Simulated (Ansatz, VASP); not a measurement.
**One calculation of C, two programs**

```xyz
19
Lattice="7.3980 0.0000 0.0000 -3.6990 6.4069 0.0000 0.0000 0.0000 11.0000" Properties=species:S:1:pos:R:3 pbc="T T T"
C     0.0286   -0.0014    0.9125
C     1.2327    0.7211    1.0034
C    -1.2010    2.1332    0.9254
C     0.0194    2.8381    0.9358
C    -2.4357    4.2657    0.9063
C    -1.2081    4.9465    0.9969
C     2.4469   -0.0337    1.2963
C     3.7763    0.7371    1.2964
C     1.2554    2.1276    0.9812
C     2.5012    2.8476    0.9798
C     0.0215    4.2631    0.9786
C     1.2679    4.9831    0.9840
C     4.9904   -0.0172    1.0055
C     6.1942    0.7050    0.9139
C     3.7307    2.1643    1.0000
C     4.9586    2.8452    0.9075
C     2.5037    4.2729    0.9382
C     3.7238    4.9775    0.9254
C     3.1128    0.3459    2.6029
```

Alike in both runs: functional PBEsol; k mesh 2 × 2 × 1; occupations fermi-dirac, width 0.05 eV; collinear spin.

Ansatz relaxed the structure, and its values are those at the end. VASP's run is a single point on that final structure, the one shown.

```csv
,VASP,Ansatz
version,VASP 6.6.1,Ansatz 0.2.0
potentials or method,"VASP PAW PBE potentials, release 64 (C), cutoff 520 eV","scalar-relativistic, plane waves, PAW"
valence electrons in the cell,76,76
```

```tsv
	VASP	Ansatz	Ansatz less VASP
rms of the force components (eV/Å)	0.030	0.015	-0.0148
net moment per atom (μB)	0.03	0.03	0.000
size of the moment on the site where the two differ most (μB)	0.17	0.13	-0.038
```

VASP's potentials were made for PBE, not for PBEsol. Site moments also hang on the region over which each program counts them. Ansatz's warnings: seeded moment not kept, xc potential rough in thin density.

The k mesh is coarse, so the values compare programs but aren't converged.
